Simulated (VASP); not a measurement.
# Al3Cu2 (P-3m1) in VASP: notebook

Al3Cu2 is run at these levels: LDA; tasks: single point.

Program: VASP 6.6.1. These are calculated values, not measurements. Logs are shortened: lines on timing, memory, paths and dates and some standing lists are left out, and cuts for length are marked.

## (1) The cell of the first run

Symmetry: P-3m1, No. 164, trigonal system. The conventional cell has a = 4.092 Å, b = 4.092 Å, c = 4.993 Å, α = 90.00°, β = 90.00°, γ = 120.00°. Within 3.3 Å of Al (site symmetry -3m) lie 6 Cu at 2.49 Å and 6 Al at 2.94 Å. Within 3.2 Å of Al (site symmetry 3m) lie 5 Cu at 2.44 to 2.55 Å and 6 Al at 2.80 to 2.94 Å. Cu (site symmetry 3m) has 8 Al at 2.44 to 2.55 Å and 3 Cu at 2.85 Å within 3.2 Å.

## (2) Single point, LDA

The input, INCAR:

```
PREC = Accurate
ENCUT = 520
EDIFF = 1E-7
ISMEAR = 0
SIGMA = 0.1
LREAL = F
LASPH = T
NELM = 80
ALGO = Normal
ISIF = 2
LWAVE = F
LCHARG = T
GGA = CA
LELF = T
LVHAR = T
NBANDS = 24
```

The input, KPOINTS:

```
Automatic mesh
0
Gamma
  6 6 4
```

The input, POSCAR:

```
Al3Cu2
1.0
    4.0919516368      0.0000000000      0.0000000000
   -2.0459758184      3.5437340685      0.0000000000
    0.0000000000      0.0000000000      4.9927787000
Al Cu
3 2
Direct
    0.0000000000      0.0000000000      0.0000000000
    0.3333333300      0.6666666700      0.3499253500
    0.6666666700      0.3333333300      0.6500746500
    0.3333333300      0.6666666700      0.8395121300
    0.6666666700      0.3333333300      0.1604878700
```

Potentials or basis: VASP PAW LDA potentials, release 64 (Al, Cu).

Launch:

```
> cat potpaw_LDA.64/Al/POTCAR potpaw_LDA.64/Cu/POTCAR > POTCAR
> mpirun -np 1 vasp_std > vasp.out
```

OUTCAR:

```text
PREC = Accurate
   ENCUT = 520
   EDIFF = 1E-7
   ISMEAR = 0
   LREAL = F
   LASPH = T
   NELM = 80
   ISIF = 2
   GGA = CA

 ion  position               nearest neighbor table
   1  0.000  0.000  0.000-   4 2.49   5 2.49   4 2.49   5 2.49   5 2.49   4 2.49   2 2.94   3 2.94
                             2 2.94   3 2.94   2 2.94   3 2.94
   2  0.333  0.667  0.350-   4 2.44   5 2.54   5 2.54   5 2.54   4 2.55   3 2.80   3 2.80   3 2.80
                             1 2.94   1 2.94   1 2.94
   3  0.667  0.333  0.650-   5 2.44   4 2.54   4 2.54   4 2.54   5 2.55   2 2.80   2 2.80   2 2.80
                             1 2.94   1 2.94   1 2.94
   4  0.333  0.667  0.840-   2 2.44   1 2.49   1 2.49   1 2.49   3 2.54   3 2.54   3 2.54   2 2.55

   5  0.667  0.333  0.160-   3 2.44   1 2.49   1 2.49   1 2.49   2 2.54   2 2.54   2 2.54   3 2.55

  LATTYP: Found a hexagonal cell.
 ALAT       =     4.0919516368
 C/A-ratio  =     1.2201460680

  Lattice vectors:

 A1 = (   4.0919516368,   0.0000000000,   0.0000000000)
 A2 = (  -2.0459758184,   3.5437340685,   0.0000000000)
 A3 = (   0.0000000000,   0.0000000000,   4.9927787000)

Analysis of symmetry for initial positions (statically):
=====================================================================
 Subroutine PRICEL returns:
 Original cell was already a primitive cell.

 Routine SETGRP: Setting up the symmetry group for a
 hexagonal supercell.

 Subroutine GETGRP returns: Found 12 space group operations
 (whereof 12 operations were pure point group operations)
 out of a pool of 24 trial point group operations.

The static configuration has the point symmetry D_3d.

Analysis of symmetry for dynamics (positions and initial velocities):
=====================================================================
 Subroutine PRICEL returns:
 Original cell was already a primitive cell.

 Routine SETGRP: Setting up the symmetry group for a
 hexagonal supercell.

 Subroutine GETGRP returns: Found 12 space group operations
 (whereof 12 operations were pure point group operations)
 out of a pool of 24 trial point group operations.

The dynamic configuration has the point symmetry D_3d.

 Subroutine INISYM returns: Found 12 space group operations
 (whereof 12 operations are pure point group operations),
 and found     1 'primitive' translations

----------------------------------------------------------------------------------------

                                     Primitive cell

  volume of cell :      72.3992

  direct lattice vectors                    reciprocal lattice vectors
     4.091951637  0.000000000  0.000000000     0.244382165  0.141094109  0.000000000
    -2.045975818  3.543734069  0.000000000     0.000000000  0.282188217  0.000000000
     0.000000000  0.000000000  4.992778700     0.000000000  0.000000000  0.200289270

  length of vectors
     4.091951637  4.091951637  4.992778700     0.282188217  0.282188217  0.200289270

  position of ions in fractional coordinates (direct lattice)
     0.000000000  0.000000000  0.000000000
     0.333333330  0.666666670  0.349925350
     0.666666670  0.333333330  0.650074650
     0.333333330  0.666666670  0.839512130
     0.666666670  0.333333330  0.160487870

  ion indices of the primitive-cell ions
   primitive index   ion index
                 1           1
                 2           2
                 3           3
                 4           4
                 5           5

----------------------------------------------------------------------------------------

 KPOINTS: Automatic mesh

Automatic generation of k-mesh.
 Grid dimensions read from file:
 generate k-points for:    6    6    4

 Generating k-lattice:

  Cartesian coordinates                     Fractional coordinates (reciprocal lattice)
     0.040730361  0.023515685  0.000000000     0.166666667  0.000000000  0.000000000
     0.000000000  0.047031370  0.000000000     0.000000000  0.166666667  0.000000000
     0.000000000  0.000000000  0.050072317     0.000000000  0.000000000  0.250000000

  Length of vectors
     0.047031370  0.047031370  0.050072317

  Shift w.r.t. Gamma in fractional coordinates (k-lattice)
     0.000000000  0.000000000  0.000000000

 Subroutine IBZKPT returns following result:
 ===========================================

 Found     24 irreducible k-points:

 Following reciprocal coordinates:
            Coordinates               Weight
  0.000000  0.000000  0.000000      1.000000
  0.166667  0.000000  0.000000      6.000000
  0.333333  0.000000  0.000000      6.000000
  0.500000  0.000000  0.000000      3.000000
  0.166667  0.166667  0.000000      6.000000
  0.333333  0.166667  0.000000     12.000000
[... 16 lines left out ...]
  0.333333  0.166667  0.500000     12.000000
  0.333333  0.333333  0.500000      2.000000
   k-points           NKPTS =     24   k-points in BZ     NKDIM =     24   number of bands    NBANDS=     24
   number of dos      NEDOS =    301   number of ions     NIONS =      5
   total plane-waves  NPLWV =  36000
   dimension x,y,z NGX =    30 NGY =   30 NGZ =   40
   dimension x,y,z NGXF=    60 NGYF=   60 NGZF=   80
   ions per type =               3   2
   NGX,Y,Z   is equivalent  to a cutoff of  12.19, 12.19, 13.32 a.u.
   NGXF,Y,Z  is equivalent  to a cutoff of  24.38, 24.38, 26.64 a.u.
 SYSTEM =  unknown system
   PREC   = accura    normal or accurate (medium, high low for compatibility)
   ISTART =      0    job   : 0-new  1-cont  2-samecut
   ICHARG =      2    charge: 1-file 2-atom 10-const
   ISPIN  =      1    spin polarized calculation?
   LNONCOLLINEAR =      F non collinear calculations
   LSORBIT =      F    spin-orbit coupling
   LASPH  =      T    aspherical Exc in radial PAW
   ENCUT  =  520.0 eV  38.22 Ry    6.18 a.u.   7.61  7.61  9.28*2*pi/ulx,y,z
   NELM   =     80;   NELMIN=  2; NELMDL= -5     # of ELM steps
   EDIFF  = 0.1E-06   stopping-criterion for ELM
   LREAL  =      F    real-space projection
   EDIFFG = 0.1E-05   stopping-criterion for IOM
   NSW    =      0    number of steps for IOM
   IBRION =     -1    ionic relax: 0-MD 1-quasi-New 2-CG
   NFREE  =      0    steps in history (QN), initial steepest desc. (CG)
   ISIF   =      2    stress and relaxation
   ISYM   =      2    0-nonsym 1-usesym 2-fastsym
   POTIM  = 0.5000    time-step for ionic-motion
   TEBEG  =    0.0;   TEEND  =   0.0 temperature during run
   PSTRESS=    0.0 pullay stress
   NELECT =      31.0000    total number of electrons
   NUPDOWN=      -1.0000    fix difference up-down
   EMIN   =  10.00;   EMAX   =-10.00  energy-range for DOS
   EFERMI =   0.00;   METHOD = LEGACY
   ISMEAR =     0;   SIGMA  =   0.10  broadening in eV -4-tet -1-fermi 0-gaus
   EFERMI_NEDOS =   21; number of points for ismear=-14 and -15
   IALGO  =     38    algorithm
   IMIX   =      4    mixing-type and parameters
     AMIX     =   0.40;   BMIX     =  1.00
     AMIX_MAG =   1.60;   BMIX_MAG =  1.00
  volume/ion in A,a.u.               =      14.48        97.71
  Fermi-wavevector in a.u.,A,eV,Ry     =   1.233912  2.331755 20.715388  1.522538
  Thomas-Fermi vector in A             =   2.368623
   LORBIT       =      0    0 simple, 1 ext, 2 COOP (PROOUT), +10 PAW based schemes
   GGA     = CA    functional components
   LHFCALC =     F    Hartree Fock is set to
   AEXX    =    0.0000 exact exchange contribution
   IVDW    =     0    specifies the selected vdW correction
   LEPSILON=     F    determine dielectric tensor
   LRPA    =     F    only Hartree local field effects (RPA)
 non-spin polarized calculation
 Gauss-broadening in eV      SIGMA  =   0.10
  energy-cutoff  :      520.00
  volume of cell :       72.40
 maximum number of plane-waves:      2010
   NGX = 15   NGY = 15   NGZ = 19

 number of electron      30.9999996 magnetization

 Free energy of the ion-electron system (eV)
  ---------------------------------------------------
  ext. energy  EPLUGINS =         0.00000000
  ---------------------------------------------------
  free energy    TOTEN  =       -22.87663686 eV

  energy without entropy =      -22.86485734  energy(sigma->0) =      -22.87074710

 E-fermi :   8.1486     XC(G=0): -11.1834

 val. band max:        8.1295293557   @ k =   0.0000   0.3333   0.2500
 cond. band min:       8.1582490890   @ k =   0.1667   0.1667   0.2500
 fundamental gap:      0.0287197333
 Fermi energy:         8.1486333373

 k-point     1 :       0.0000    0.0000    0.0000
  band No.  band energies     occupation
      1      -3.0440      2.00000
      2       1.7299      2.00000
      3       2.2805      2.00000
      4       2.7882      2.00000
      5       2.7882      2.00000
      6       3.1449      2.00000
[... 16 lines left out ...]
     23      14.0375      0.00000
     24      14.0375      0.00000

 k-point     2 :       0.1667    0.0000    0.0000
  band No.  band energies     occupation
      1      -2.7150      2.00000
      2       1.8795      2.00000
      3       2.2184      2.00000
      4       2.8705      2.00000
      5       2.8859      2.00000
      6       3.0854      2.00000
[... 16 lines left out ...]
     23      13.4301      0.00000
     24      13.7202      0.00000

 k-point     3 :       0.3333    0.0000    0.0000
  band No.  band energies     occupation
      1      -1.7508      2.00000
      2       1.5648      2.00000
      3       2.0601      2.00000
      4       2.7970      2.00000
      5       3.1031      2.00000
      6       3.1527      2.00000
[... 16 lines left out ...]
     23      14.2405      0.00000
     24      14.9539      0.00000
[... 514 lines left out ...]
 k-point    23 :       0.3333    0.1667    0.5000
  band No.  band energies     occupation
      1       0.1890      2.00000
      2       0.9216      2.00000
      3       1.6566      2.00000
      4       2.2686      2.00000
      5       2.6561      2.00000
      6       3.0709      2.00000
[... 16 lines left out ...]
     23      15.0382      0.00000
     24      15.3098      0.00000

 k-point    24 :       0.3333    0.3333    0.5000
  band No.  band energies     occupation
      1       1.3765      2.00000
      2       1.5335      2.00000
      3       1.5335      2.00000
      4       1.8981      2.00000
      5       1.8981      2.00000
      6       2.7332      2.00000
[... 16 lines left out ...]
     23      14.8150      0.00000
     24      14.8543      0.00000

------------------------ aborting loop because EDIFF is reached ----------------------------------------

  FORCE on cell =-STRESS in cart. coord.  units (eV):
  Direction    XX          YY          ZZ          XY          YZ          ZX
  --------------------------------------------------------------------------------------
  -------------------------------------------------------------------------------------
  Total       -1.5364272     -1.5364272     -0.9509026      0.0000000     -0.0000000      0.0000000
  in kB      -34.0007609    -34.0007609    -21.0432432      0.0000000     -0.0000000      0.0000000
  external PRESSURE =     -29.6815883 kB  Pullay stress =       0.0000000 kB

 VOLUME and BASIS-vectors are now :
 -----------------------------------------------------------------------------
  energy-cutoff  :      520.00
  volume of cell :       72.40
      direct lattice vectors                 reciprocal lattice vectors
     4.091951637  0.000000000  0.000000000     0.244382165  0.141094109  0.000000000
    -2.045975818  3.543734069  0.000000000     0.000000000  0.282188217  0.000000000
     0.000000000  0.000000000  4.992778700     0.000000000  0.000000000  0.200289270

 POSITION                                       TOTAL-FORCE (eV/Angst)
 -----------------------------------------------------------------------------------
      0.00000      0.00000      0.00000        -0.000000      0.000000      0.000000
     -0.00000      2.36249      1.74710         0.000000      0.000000     -0.043435
      2.04598      1.18124      3.24568        -0.000000     -0.000000      0.043435
     -0.00000      2.36249      4.19150         0.000000      0.000000      0.048399
      2.04598      1.18124      0.80128        -0.000000     -0.000000     -0.048399
 -----------------------------------------------------------------------------------
    total drift:                                0.000000     -0.000000      0.000000

  FREE ENERGIE OF THE ION-ELECTRON SYSTEM (eV)
  ---------------------------------------------------
  free  energy   TOTEN  =       -22.8766368641 eV

  energy  without entropy=      -22.8648573406  energy(sigma->0) =      -22.87074710
```

It took 20 s on 1 thread of Intel Xeon 6975P-C (Granite Rapids), shared host; peak memory 0.17 GiB.

What came out:

* Free energy: -22.8766 eV
* Pressure: -3.0 GPa
* Largest force: 0.048 eV/Å

Forces in eV/Å, atoms in the order of the input:
```
Al   0.000  0.000  0.000
Al   0.000  0.000 -0.043
Al   0.000  0.000  0.043
Cu   0.000  0.000  0.048
Cu   0.000  0.000 -0.048
```

Stress tensor (GPa, compression positive):
```
-3.40  0.00  0.00
 0.00 -3.40  0.00
 0.00  0.00 -2.10
```

Levels at points of the mesh, in eV from the Fermi level:
```tsv
k point	band 11	band 12	band 13	band 14	band 15	band 16	band 17	band 18	band 19	band 20
(0.00, 0.00, 0.00)	-4.14	-3.68	-3.60	-0.11	-0.11	1.42	1.42	2.52	2.91	5.34
(0.50, 0.00, 0.00)	-4.29	-4.10	-2.96	-2.91	-2.51	-0.75	-0.08	0.45	3.06	3.87
(0.00, 0.00, 0.50)	-4.18	-4.18	1.25	1.25	1.42	1.42	1.86	2.48	2.48	2.50
(0.50, 0.00, 0.50)	-4.32	-4.21	-4.13	-3.52	-1.67	-0.11	0.82	0.98	5.16	5.32
```

(Continued in part 2 of 2.)
